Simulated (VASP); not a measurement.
Wanted: the native input for a VASP 6.6.1 run.

```
Task                   : single point
Functional             : PBE
Potentials or basis    : VASP PAW PBE potentials, release 64 (Ru_pv)
Cutoff                 : 520 eV
k mesh                 : 24 × 24 × 12
Occupations            : gaussian, width 0.1 eV
Spin                   : no spin polarisation
Dipole correction      : no
Further INCAR settings : ALGO = Fast; EDIFF = 1e-07; NBANDS = 21
```

The structure of Ru lies in POSCAR:

```
Ru
1.0
    2.8015966411      0.0000000000      0.0000000000
   -1.4007983205      2.4262538623      0.0000000000
    0.0000000000      0.0000000000      4.2237858197
Ru
2
Direct
    0.3333333333      0.6666666667      0.2500000000
    0.6666666667      0.3333333333      0.7500000000
```

This cell differs from its parent crystal: biaxial strain in the a-b plane: +3.0 %, then relaxed in part.

These files were run (other wordings do the same):

INCAR

```
SYSTEM = Ru
  ALGO = Fast
  EDIFF = 1E-7
  ENCUT = 520
  GGA = PE
  ISIF = 2
  ISMEAR = 0
  LASPH = .True.
  LCHARG = .False.
  LREAL = .False.
  LWAVE = .False.
  NBANDS = 21
  NELM = 100
  PREC = Accurate
  SIGMA = 0.1
```

KPOINTS

```
k-points
0
Gamma
  24 24 12
  0 0 0
```

Potentials or basis: VASP PAW PBE potentials, release 64 (Ru_pv).

The run is started by

```bash
$ cat potpaw_PBE.64/Ru_pv/POTCAR > POTCAR
$ mpirun -np 1 vasp_std > vasp.out
```

It gave:

```
Pressure               : -10.7 GPa
Band gap on the k mesh : zero (bands 14 and 15 overlap by 2.92 eV)
```

Caveat: the cell differs from its parent crystal (biaxial strain in the a-b plane: +3.0 %, then relaxed in part); the stress differs along the axes, from -16 to -0 GPa.

Wall time 3.5 min on 1 thread of AMD EPYC 7R13 Processor (Zen 3) (shared host), peak memory 0.28 GiB.
